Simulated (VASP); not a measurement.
**MoS2: single point with PBE**

MoS2:

```
Mo S
1.0
     3.16464    0.00000    0.00000
    -1.58232    2.74066    0.00000
     0.00000    0.00000   12.23258
Mo S
2 4
Direct
  0.33333 0.66667 0.25000
  0.66667 0.33333 0.75000
  0.33333 0.66667 0.62278
  0.66667 0.33333 0.12278
  0.33333 0.66667 0.87722
  0.66667 0.33333 0.37722
```

- Program: VASP 6.6.1
- Task: single point
- Functional: PBE
- Potentials or basis: VASP PAW PBE potentials, release 64 (Mo_sv, S)
- Cutoff: 520 eV
- k mesh: 12 × 12 × 3
- Occupations: gaussian, width 0.01 eV
- Spin: non-collinear spin, zero start, spin-orbit coupling
- Starting moments: [[0.0, 0.0, 0.0], [0.0, 0.0, 0.0], [0.0, 0.0, 0.0], [0.0, 0.0, 0.0], [0.0, 0.0, 0.0], [0.0, 0.0, 0.0]] μB

The pressure is 3.3 GPa and the largest force is 0.107 eV/Å. The net moment is 0.00 μB per cell and the valence electrons inside the program's atomic spheres are Mo 12.48; S 3.71.

Forces on the atoms (eV/Å):
```
Mo   0.000  0.000  0.000
Mo   0.000  0.000  0.000
S    0.000  0.000 -0.107
S    0.000  0.000 -0.107
S    0.000  0.000  0.107
S    0.000  0.000  0.107
```

Stress tensor (GPa, compression positive):
```
2.82 0.00 0.00
0.00 2.82 0.00
0.00 0.00 4.16
```

Moments on the atoms (μB; x, y, z):
```
Mo  0.00 0.00 0.00
Mo  0.00 0.00 0.00
S   0.00 0.00 0.00
S   0.00 0.00 0.00
S   0.00 0.00 0.00
S   0.00 0.00 0.00
```

Run time: 8.1 min on 1 thread of Intel(R) Xeon(R) 6975P-C (Granite Rapids), with other jobs on the host, peak memory 0.65 GiB.

Caveat: this functional lacks dispersion, which binds the layers, so the pressure and a relaxed spacing across them are unreliable.
